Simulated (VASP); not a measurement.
# W in VASP: further runs, part 3 of 3

VASP 6.6.1. Earlier steps stand in the parts before.

### 5 Single point, PBEsol (strain +0.030 along x and y, +0.030 along z)

Contents of INCAR:

```
SYSTEM = W
PREC = Accurate ; ENCUT = 520
EDIFF = 1E-6 ; ISMEAR = 0
SIGMA = 0.15 ; LREAL = .FALSE.
LASPH = .TRUE. ; NELM = 80
ALGO = Normal ; ISIF = 2
LWAVE = .FALSE. ; LCHARG = .TRUE.
GGA = PS ; LELF = .TRUE.
LVHAR = .TRUE. ; NBANDS = 13
```

Contents of KPOINTS:

```
Automatic mesh
0
G
  26 26 26
  0 0 0
```

Contents of POSCAR:

```
W
1.0
    0.0000000000      2.0589656399      2.0589656399
    2.0589656399      0.0000000000      2.0589656399
    2.0589656399      2.0589656399      0.0000000000
W
1
Direct
    0.0000000000      0.0000000000      0.0000000000
```

Potentials or basis: VASP PAW PBE potentials, release 64 (W_sv).

Launch:

```sh
> cat potpaw_PBE.64/W_sv/POTCAR > POTCAR
> mpirun -np 1 vasp_std > vasp.out
```

OUTCAR:

```text
SYSTEM = W
   PREC = Accurate
   ENCUT = 520
   EDIFF = 1E-6
   ISMEAR = 0
   LREAL = .FALSE.
   LASPH = .TRUE.
   NELM = 80
   ISIF = 2
   GGA = PS

 ion  position               nearest neighbor table
   1  0.000  0.000  0.000-

  LATTYP: Found a face centered cubic cell.
 ALAT       =     4.1179312798

  Lattice vectors:

[... 554 lines left out ...]
      1     -64.1966      2.00000
      2     -28.7526      2.00000
      3     -28.0778      2.00000
      4     -28.0695      2.00000
      5       4.0650      2.00000
      6       8.6976      2.00000
      7       8.9612      2.00000
      8       9.0812      1.99992
      9      13.1104      0.00000
     10      13.4892      0.00000
     11      20.3475      0.00000
     12      23.4004      0.00000
     13      28.8569      0.00000

 [... further k-points ...]
[... 5 lines left out ...]
  --------------------------------------------------------------------------------------
  -------------------------------------------------------------------------------------
  Total       -2.3912922     -2.3912922     -2.3912922     -0.0000000      0.0000000      0.0000000
  in kB     -219.4653342   -219.4653342   -219.4653342     -0.0000000      0.0000000      0.0000000
  external PRESSURE =    -219.4653342 kB  Pullay stress =       0.0000000 kB

 VOLUME and BASIS-vectors are now :
 -----------------------------------------------------------------------------
  energy-cutoff  :      520.00
  volume of cell :       17.46
      direct lattice vectors                 reciprocal lattice vectors
     0.000000000  2.058965640  2.058965640    -0.242840381  0.242840381  0.242840381
     2.058965640  0.000000000  2.058965640     0.242840381 -0.242840381  0.242840381
     2.058965640  2.058965640  0.000000000     0.242840381  0.242840381 -0.242840381

 POSITION                                       TOTAL-FORCE (eV/Angst)
 -----------------------------------------------------------------------------------
      0.00000      0.00000      0.00000         0.000000     -0.000000     -0.000000
 -----------------------------------------------------------------------------------
    total drift:                                0.000000      0.000000     -0.000000

  FREE ENERGIE OF THE ION-ELECTRON SYSTEM (eV)
  ---------------------------------------------------
  free  energy   TOTEN  =       -13.2101115117 eV

  energy  without entropy=      -13.1938406939  energy(sigma->0) =      -13.20197610
```

Run time: 27 s. Hardware: 1 thread of Intel Xeon 6975P-C (Granite Rapids), shared host; peak memory 0.23 GiB.

Results:

```
Free energy            : -13.2101 eV
Pressure               : -21.9 GPa
Band gap on the k mesh : zero (band 7 reaches 12.24 eV, above the bottom of band 8 at 8.98 eV)
```

Caveat: the cell differs from its parent crystal (strain +0.030 along x and y, +0.030 along z); the PAW data sets were made with another functional, which shifts forces and pressure a little; spin-orbit coupling is left out, which moves the levels of the heavy elements.

### 6 Single point, PBEsol (strain -0.030 along x and y, -0.015 along z)

Contents of INCAR:

```
SYSTEM = W
PREC     = Accurate       ! precision mode
ENCUT    = 520            ! plane-wave cutoff, eV
EDIFF    = 1E-6           ! SCF threshold, eV
ISMEAR   = 0              ! smearing method
SIGMA    = 0.15           ! smearing width, eV
LREAL    = .False.        ! projectors in reciprocal space
LASPH    = .True.         ! aspherical terms in the spheres
NELM     = 60             ! most SCF steps
ALGO     = Fast           ! electronic algorithm
ISIF     = 2              ! what is computed and relaxed
LWAVE    = .False.        ! write WAVECAR
LCHARG   = .False.        ! write CHGCAR
GGA      = PS             ! functional
NBANDS   = 13             ! bands
```

Contents of KPOINTS:

```
Automatic mesh
0
Gamma
  26 26 26
  0 0 0
```

Contents of POSCAR:

```
W
1.0
    0.0000000000      1.9390258939      1.9690108304
    1.9390258939      0.0000000000      1.9690108304
    1.9390258939      1.9390258939      0.0000000000
W
1
Direct
    0.0000000000      0.0000000000      0.0000000000
```

Potentials or basis: VASP PAW PBE potentials, release 64 (W_sv).

Launch:

```sh
> cat potpaw_PBE.64/W_sv/POTCAR > POTCAR
> mpirun -np 1 vasp_std > vasp.out
```

It took 76 s on 1 thread of Intel Xeon 6975P-C (Granite Rapids), shared host; peak memory 0.34 GiB.

Results (log left out):

- Free energy: -13.2210 eV
- Pressure: 27.6 GPa
- Band gap on the k mesh: zero (band 7 reaches 15.62 eV, above the bottom of band 8 at 11.16 eV)

Stress tensor (GPa, compression positive):
```
26.05  0.00  0.00
 0.00 26.05  0.00
 0.00  0.00 30.75
```

Levels at points of the mesh, in eV from the Fermi level:
```csv
k point,band 5,band 6,band 7,band 8,band 9,band 10
"(0.00, 0.00, 0.00)",-9.54,-0.86,-0.63,-0.63,2.72,3.07
"(0.50, 0.00, 0.00)",-6.20,-1.12,-0.86,1.02,5.73,5.88
"(0.50, 0.50, 0.00)",-6.28,-5.18,3.50,5.79,6.67,6.67
"(0.50, 0.00, 0.50)",-6.27,-5.23,3.83,5.75,6.54,6.83
```

Caveat: the cell differs from its parent crystal (strain -0.030 along x and y, -0.015 along z); the PAW data sets were made with another functional, which shifts forces and pressure a little; spin-orbit coupling is left out, which moves the levels of the heavy elements.

### 7 Summary

```tsv
cell	gap on the mesh (eV)	pressure (GPa)
a = 2.742 Å, angles 60.0°, 1 atom	none	34.0
a = 2.785 Å, angles 60.0°, 1 atom	none	15.7
a = 2.869 Å, angles 60.0°, 1 atom	none	-11.9
a = 2.912 Å, angles 60.0°, 1 atom	none	-21.9
a = 2.763, b = 2.763, c = 2.742 Å, angles 60.3, 60.3, 59.5°, 1 atom	none	27.6
```

Alike in all rows: task single point; level PBEsol; potentials or basis VASP PAW PBE potentials, release 64 (W_sv); no spin polarisation; k mesh 26 × 26 × 26; cutoff (eV) 520; smearing gaussian 0.15 eV.

Caveats: the PAW data sets were made with another functional, which shifts forces and pressure a little; spin-orbit coupling is left out, which moves the levels of the heavy elements.

Total energies depend on the potentials used, so only differences within one code and one set of settings carry meaning.
